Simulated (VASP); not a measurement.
# GaAs (F-43m) in VASP: a series of runs

GaAs is run at these levels: PBE; tasks: single point.

Program: VASP 6.6.1. These are calculated values, not measurements. Logs are shortened: lines on timing, memory, paths and dates and some standing lists are left out, and cuts for length are marked.

**1. The cell of the first run**

It takes space group F-43m (No. 216, cubic). The conventional cell has a = 5.654 Å, b = 5.654 Å, c = 5.654 Å, α = 90.00°, β = 90.00°, γ = 90.00°. Ga (site symmetry -43m) has 4 As at 2.45 Å within 3.2 Å. Within 3.2 Å of As (site symmetry -43m) lie 4 Ga at 2.45 Å.

**2. Single point, PBE**

File INCAR:

```
SYSTEM = GaAs
PREC     = Accurate       ! precision mode
ENCUT    = 520            ! plane-wave cutoff, eV
EDIFF    = 1E-6           ! SCF threshold, eV
ISMEAR   = 0              ! smearing method
SIGMA    = 0.03           ! smearing width, eV
LREAL    = .False.        ! projectors in reciprocal space
LASPH    = .True.         ! aspherical terms in the spheres
NELM     = 60             ! most SCF steps
ALGO     = Normal         ! electronic algorithm
ISIF     = 2              ! what is computed and relaxed
LWAVE    = .False.        ! write WAVECAR
LCHARG   = .False.        ! write CHGCAR
GGA      = PE             ! functional
NBANDS   = 16             ! bands
```

File KPOINTS:

```
regular mesh
0
Gamma
  6 6 6
  0 0 0
```

File POSCAR:

```
GaAs
1.0
    0.0000000000      2.8268500000      2.8268500000
    2.8268500000      0.0000000000      2.8268500000
    2.8268500000      2.8268500000      0.0000000000
Ga As
1 1
Direct
    0.0000000000      0.0000000000      0.0000000000
    0.7500000000      0.7500000000      0.7500000000
```

Potentials or basis: VASP PAW PBE potentials, release 64 (Ga_d, As).

Run with:

```sh
$ cat potpaw_PBE.64/Ga_d/POTCAR potpaw_PBE.64/As/POTCAR > POTCAR
$ mpirun -np 1 vasp_std > vasp.out
```

OUTCAR:

```text
SYSTEM = GaAs
   PREC = Accurate
   ENCUT = 520
   EDIFF = 1E-6
   ISMEAR = 0
   LREAL = .False.
   LASPH = .True.
   NELM = 60
   ISIF = 2
   GGA = PE

 ion  position               nearest neighbor table
   1  0.000  0.000  0.000-   2 2.45   2 2.45   2 2.45   2 2.45
   2  0.750  0.750  0.750-   1 2.45   1 2.45   1 2.45   1 2.45

  LATTYP: Found a face centered cubic cell.
 ALAT       =     5.6537000000

  Lattice vectors:

 A1 = (   0.0000000000,   2.8268500000,   2.8268500000)
 A2 = (   2.8268500000,   0.0000000000,   2.8268500000)
 A3 = (   2.8268500000,   2.8268500000,   0.0000000000)

Analysis of symmetry for initial positions (statically):
=====================================================================
 Subroutine PRICEL returns:
 Original cell was already a primitive cell.

 Routine SETGRP: Setting up the symmetry group for a
 face centered cubic supercell.

 Subroutine GETGRP returns: Found 24 space group operations
 (whereof 24 operations were pure point group operations)
 out of a pool of 48 trial point group operations.

The static configuration has the point symmetry T_d .

Analysis of symmetry for dynamics (positions and initial velocities):
=====================================================================
 Subroutine PRICEL returns:
 Original cell was already a primitive cell.

 Routine SETGRP: Setting up the symmetry group for a
 face centered cubic supercell.

 Subroutine GETGRP returns: Found 24 space group operations
 (whereof 24 operations were pure point group operations)
 out of a pool of 48 trial point group operations.

The dynamic configuration has the point symmetry T_d .

 Subroutine INISYM returns: Found 24 space group operations
 (whereof 24 operations are pure point group operations),
 and found     1 'primitive' translations

----------------------------------------------------------------------------------------

                                     Primitive cell

  volume of cell :      45.1792

  direct lattice vectors                    reciprocal lattice vectors
     0.000000000  2.826850000  2.826850000    -0.176875321  0.176875321  0.176875321
     2.826850000  0.000000000  2.826850000     0.176875321 -0.176875321  0.176875321
     2.826850000  2.826850000  0.000000000     0.176875321  0.176875321 -0.176875321

  length of vectors
     3.997769609  3.997769609  3.997769609     0.306357042  0.306357042  0.306357042

  position of ions in fractional coordinates (direct lattice)
     0.000000000  0.000000000  0.000000000
     0.750000000  0.750000000  0.750000000

  ion indices of the primitive-cell ions
   primitive index   ion index
                 1           1
                 2           2

----------------------------------------------------------------------------------------

 KPOINTS: regular mesh

Automatic generation of k-mesh.
 Grid dimensions read from file:
 generate k-points for:    6    6    6

 Generating k-lattice:

  Cartesian coordinates                     Fractional coordinates (reciprocal lattice)
    -0.029479220  0.029479220  0.029479220     0.166666667  0.000000000  0.000000000
     0.029479220 -0.029479220  0.029479220     0.000000000  0.166666667  0.000000000
     0.029479220  0.029479220 -0.029479220     0.000000000  0.000000000  0.166666667

  Length of vectors
     0.051059507  0.051059507  0.051059507

  Shift w.r.t. Gamma in fractional coordinates (k-lattice)
     0.000000000  0.000000000  0.000000000

 Subroutine IBZKPT returns following result:
 ===========================================

 Found     16 irreducible k-points:

 Following reciprocal coordinates:
            Coordinates               Weight
  0.000000  0.000000  0.000000      1.000000
  0.166667  0.000000  0.000000      8.000000
  0.333333  0.000000  0.000000      8.000000
  0.500000  0.000000  0.000000      4.000000
  0.166667  0.166667  0.000000      6.000000
  0.333333  0.166667  0.000000     24.000000
[... 8 lines left out ...]
 -0.333333  0.333333  0.166667     24.000000
 -0.333333  0.500000  0.166667     12.000000
   k-points           NKPTS =     16   k-points in BZ     NKDIM =     16   number of bands    NBANDS=     16
   number of dos      NEDOS =    301   number of ions     NIONS =      2
   total plane-waves  NPLWV =  27000
   dimension x,y,z NGX =    30 NGY =   30 NGZ =   30
   dimension x,y,z NGXF=    60 NGYF=   60 NGZF=   60
   ions per type =               1   1
   NGX,Y,Z   is equivalent  to a cutoff of  12.48, 12.48, 12.48 a.u.
   NGXF,Y,Z  is equivalent  to a cutoff of  24.95, 24.95, 24.95 a.u.
 SYSTEM =  GaAs
   PREC   = accura    normal or accurate (medium, high low for compatibility)
   ISTART =      0    job   : 0-new  1-cont  2-samecut
   ICHARG =      2    charge: 1-file 2-atom 10-const
   ISPIN  =      1    spin polarized calculation?
   LNONCOLLINEAR =      F non collinear calculations
   LSORBIT =      F    spin-orbit coupling
   LASPH  =      T    aspherical Exc in radial PAW
   ENCUT  =  520.0 eV  38.22 Ry    6.18 a.u.   7.43  7.43  7.43*2*pi/ulx,y,z
   NELM   =     60;   NELMIN=  2; NELMDL= -5     # of ELM steps
   EDIFF  = 0.1E-05   stopping-criterion for ELM
   LREAL  =      F    real-space projection
   EDIFFG = 0.1E-04   stopping-criterion for IOM
   NSW    =      0    number of steps for IOM
   IBRION =     -1    ionic relax: 0-MD 1-quasi-New 2-CG
   NFREE  =      0    steps in history (QN), initial steepest desc. (CG)
   ISIF   =      2    stress and relaxation
   ISYM   =      2    0-nonsym 1-usesym 2-fastsym
   POTIM  = 0.5000    time-step for ionic-motion
   TEBEG  =    0.0;   TEEND  =   0.0 temperature during run
   PSTRESS=    0.0 pullay stress
   NELECT =      18.0000    total number of electrons
   NUPDOWN=      -1.0000    fix difference up-down
   EMIN   =  10.00;   EMAX   =-10.00  energy-range for DOS
   EFERMI =   0.00;   METHOD = LEGACY
   ISMEAR =     0;   SIGMA  =   0.03  broadening in eV -4-tet -1-fermi 0-gaus
   EFERMI_NEDOS =   21; number of points for ismear=-14 and -15
   IALGO  =     38    algorithm
   IMIX   =      4    mixing-type and parameters
     AMIX     =   0.40;   BMIX     =  1.00
     AMIX_MAG =   1.60;   BMIX_MAG =  1.00
  volume/ion in A,a.u.               =      22.59       152.44
  Fermi-wavevector in a.u.,A,eV,Ry     =   1.204628  2.276417 19.743799  1.451128
  Thomas-Fermi vector in A             =   2.340347
   LORBIT       =      0    0 simple, 1 ext, 2 COOP (PROOUT), +10 PAW based schemes
   GGA     = PE    functional components
   LHFCALC =     F    Hartree Fock is set to
   AEXX    =    0.0000 exact exchange contribution
   IVDW    =     0    specifies the selected vdW correction
   LEPSILON=     F    determine dielectric tensor
   LRPA    =     F    only Hartree local field effects (RPA)
 non-spin polarized calculation
 Gauss-broadening in eV      SIGMA  =   0.03
  energy-cutoff  :      520.00
  volume of cell :       45.18
 maximum number of plane-waves:      1243
 NGX is ok and might be reduce to    30
   NGX = 15   NGY = 15   NGZ = 15

 number of electron      17.9999995 magnetization

 Free energy of the ion-electron system (eV)
  ---------------------------------------------------
  ext. energy  EPLUGINS =         0.00000000
  ---------------------------------------------------
  free energy    TOTEN  =        -8.22700782 eV

  energy without entropy =       -8.22700782  energy(sigma->0) =       -8.22700782

 E-fermi :   4.0646     XC(G=0):  -9.5835

 val. band max:        3.9404458844   @ k =   0.0000   0.0000   0.0000
 cond. band min:       4.4583921126   @ k =   0.0000   0.0000   0.0000
 fundamental gap:      0.5179462282
 Fermi energy:         4.0645723971

 k-point     1 :       0.0000    0.0000    0.0000
  band No.  band energies     occupation
      1     -10.8783      2.00000
      2     -10.8783      2.00000
      3     -10.8783      2.00000
      4     -10.7994      2.00000
      5     -10.7994      2.00000
      6      -8.7856      2.00000
[... 8 lines left out ...]
     15      14.0578      0.00000
     16      14.0578      0.00000

 k-point     2 :       0.1667    0.0000    0.0000
  band No.  band energies     occupation
      1     -10.9007      2.00000
      2     -10.8724      2.00000
      3     -10.8724      2.00000
      4     -10.7996      2.00000
      5     -10.7996      2.00000
      6      -8.4652      2.00000
[... 8 lines left out ...]
     15      12.9789      0.00000
     16      12.9789      0.00000

 k-point     3 :       0.3333    0.0000    0.0000
  band No.  band energies     occupation
      1     -10.9398      2.00000
      2     -10.8626      2.00000
      3     -10.8626      2.00000
      4     -10.7978      2.00000
      5     -10.7978      2.00000
      6      -7.6375      2.00000
[... 8 lines left out ...]
     15      13.6010      0.00000
     16      13.6010      0.00000

 k-point     4 :       0.5000    0.0000    0.0000
  band No.  band energies     occupation
      1     -10.9573      2.00000
      2     -10.8590      2.00000
      3     -10.8590      2.00000
      4     -10.7956      2.00000
      5     -10.7956      2.00000
      6      -7.0197      2.00000
[... 8 lines left out ...]
     15      15.8051      0.00000
     16      15.8051      0.00000
[... 172 lines left out ...]
 k-point    14 :       0.5000    0.3333    0.1667
  band No.  band energies     occupation
      1     -10.9632      2.00000
      2     -10.8513      2.00000
      3     -10.8445      2.00000
      4     -10.8098      2.00000
      5     -10.7934      2.00000
      6      -6.9742      2.00000
[... 8 lines left out ...]
     15      15.0587      0.00000
     16      17.0574      0.00000

 k-point    15 :      -0.3333    0.3333    0.1667
  band No.  band energies     occupation
      1     -10.9707      2.00000
      2     -10.8507      2.00000
      3     -10.8395      2.00000
      4     -10.8074      2.00000
      5     -10.7958      2.00000
      6      -6.4686      2.00000
[... 8 lines left out ...]
     15      16.1085      0.00000
     16      16.6581      0.00000

 k-point    16 :      -0.3333    0.5000    0.1667
  band No.  band energies     occupation
      1     -10.9796      2.00000
      2     -10.8426      2.00000
      3     -10.8334      2.00000
      4     -10.8143      2.00000
      5     -10.7923      2.00000
      6      -6.2351      2.00000
[... 8 lines left out ...]
     15      16.1479      0.00000
     16      17.2725      0.00000

------------------------ aborting loop because EDIFF is reached ----------------------------------------

  FORCE on cell =-STRESS in cart. coord.  units (eV):
  Direction    XX          YY          ZZ          XY          YZ          ZX
  --------------------------------------------------------------------------------------
  -------------------------------------------------------------------------------------
  Total        0.9682027      0.9682027      0.9682027      0.0000000      0.0000000     -0.0000000
  in kB       34.3351209     34.3351209     34.3351209      0.0000000      0.0000000     -0.0000000
  external PRESSURE =      34.3351209 kB  Pullay stress =       0.0000000 kB

 VOLUME and BASIS-vectors are now :
 -----------------------------------------------------------------------------
  energy-cutoff  :      520.00
  volume of cell :       45.18
      direct lattice vectors                 reciprocal lattice vectors
     0.000000000  2.826850000  2.826850000    -0.176875321  0.176875321  0.176875321
     2.826850000  0.000000000  2.826850000     0.176875321 -0.176875321  0.176875321
     2.826850000  2.826850000  0.000000000     0.176875321  0.176875321 -0.176875321

 POSITION                                       TOTAL-FORCE (eV/Angst)
 -----------------------------------------------------------------------------------
      0.00000      0.00000      0.00000        -0.000000     -0.000000     -0.000000
      4.24027      4.24027      4.24027         0.000000      0.000000      0.000000
 -----------------------------------------------------------------------------------
    total drift:                               -0.000002     -0.000002     -0.000002

  FREE ENERGIE OF THE ION-ELECTRON SYSTEM (eV)
  ---------------------------------------------------
  free  energy   TOTEN  =        -8.2270078222 eV

  energy  without entropy=       -8.2270078222  energy(sigma->0) =       -8.22700782
```

Run time: 26 s. Hardware: 1 thread of Intel Xeon 6975P-C, shared host; peak memory 0.17 GiB.

Results:

- Free energy: -8.2270 eV
- Pressure: 3.4 GPa
- Band gap on the k mesh: 0.52 eV, direct

**3. Single point, PBE**

File INCAR:

```
SYSTEM = GaAs
PREC = Accurate ; ENCUT = 500
EDIFF = 1E-6 ; ISMEAR = 0
SIGMA = 0.03 ; LREAL = .FALSE.
LASPH = .TRUE. ; NELM = 120
ALGO = Normal ; ISIF = 2
LWAVE = .FALSE. ; LCHARG = .TRUE.
GGA = PE ; LELF = .TRUE.
LVHAR = .TRUE. ; NBANDS = 16
GGA_COMPAT = .FALSE.
```

File KPOINTS:

```
regular mesh
0
G
  3 3 3
  0 0 0
```

POSCAR is that of step 2.

Potentials or basis: VASP PAW PBE potentials, release 64 (Ga_d, As).

Run with:

```sh
$ cat potpaw_PBE.64/Ga_d/POTCAR potpaw_PBE.64/As/POTCAR > POTCAR
$ mpirun -np 1 vasp_std > vasp.out
```

Wall time 14 s (1 thread of Intel Xeon 8259CL, shared host); peak memory 0.16 GiB.

Results (log left out):

* Free energy: -7.6674 eV
* Pressure: 4.7 GPa
* Band gap on the k mesh: 0.49 eV, direct

Levels at points of the mesh, in eV from the valence-band top:
```tsv
k point	band 7	band 8	band 9	band 10	band 11	band 12
(0.00, 0.00, 0.00)	0.00	0.00	0.00	0.49	3.64	3.64
```

Caveat: the k points lie up to 0.64 Å⁻¹ apart.

[end of part 1 of 2]
